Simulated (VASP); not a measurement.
The system is NaF.

```xyz
2
Lattice="0.0000 2.2580 2.2580 2.2580 0.0000 2.2580 2.2580 2.2580 0.0000" Properties=species:S:1:pos:R:3 pbc="T T T"
Na    0.0000    0.0000    0.0000
F     1.1290    1.1290    1.1290
```

| Item | Value |
| --- | --- |
| Program | VASP 6.6.1 |
| Task | relaxation of cell and atoms |
| Functional | PBEsol |
| Potentials or basis | VASP PAW PBE potentials, release 64 (Na_pv, F) |
| Cutoff | 600 eV |
| k mesh | 8 × 8 × 8 |
| Occupations | fermi-dirac, width 0.03 eV |
| Spin | no spin polarisation |

At the start: pressure 28.8 GPa; volume 11.51 Å³/atom.

**Question.** How do energy, volume and symmetry change on relaxing?

**Answer.** Over 4 steps the energy falls by 318.9 meV/atom and the volume is 16.28 Å³/atom (+41.4 %); space group F-43m (No. 216, to 0.05 Å).

Step by step:
```
step  energy change (eV)  largest force (eV/Å)  pressure (GPa)  volume (Å³)
   1              0.0000                0.0000           28.83        23.03
   2             -0.6216                0.0000            2.88        30.64
   3             -0.6199                0.0000           -2.62        34.63
   4             -0.6378                0.0000           -0.08        32.57
```

Final structure:
```xyz
2
Lattice="0.0000 2.5347 2.5347 2.5347 0.0000 2.5347 2.5347 2.5347 0.0000" Properties=species:S:1:pos:R:3 pbc="T T T"
Na    0.0000    0.0000    0.0000
F     1.2673    1.2673    1.2673
```

Caveat: the volume moved by over 15 % at a fixed basis, so the end points are rough; the PAW data sets were made with another functional, which shifts forces and pressure a little.
